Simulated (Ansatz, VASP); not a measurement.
## Two plane-wave programs on Be7S

```
CELL_PARAMETERS angstrom
4.08120 0.00000 0.00000
-2.04060 3.53442 0.00000
0.00000 0.00000 7.30520
ATOMIC_POSITIONS crystal
Be 0.66667 0.33333 0.64435
Be 0.66667 0.33333 0.35565
Be 0.16665 0.83335 0.50000
Be 0.16665 0.33329 0.50000
Be 0.66671 0.83335 0.50000
Be 0.33333 0.66667 0.74367
Be 0.33333 0.66667 0.25633
S 0.33333 0.66667 0.00000
```

Alike in both runs: functional PBE; k mesh 4 × 4 × 3; occupations gaussian, width 0.2 eV; no spin polarisation.

Ansatz relaxed the structure, and its values are those at the end. VASP's run is a single point on that final structure, the one shown.

```csv
,VASP,Ansatz
version,VASP 6.6.1,Ansatz 0.2.0
potentials or method,"VASP PAW PBE potentials, release 64 (Be, S), cutoff 520 eV","scalar-relativistic, plane waves, PAW"
valence electrons in the cell,20,20
```

|  | VASP | Ansatz | Ansatz less VASP |
| --- | --- | --- | --- |
| gap on the k mesh at the Fermi level (eV) | none | none | - |
| pressure (GPa) | 0.1 | 0.0 | -0.05 |
| rms of the force components (eV/Å) | 0.012 | 0.007 | -0.0048 |

A gap of «none» marks a metal or a gap that the smearing closes.

The k mesh is coarse, so the values compare programs but aren't converged.
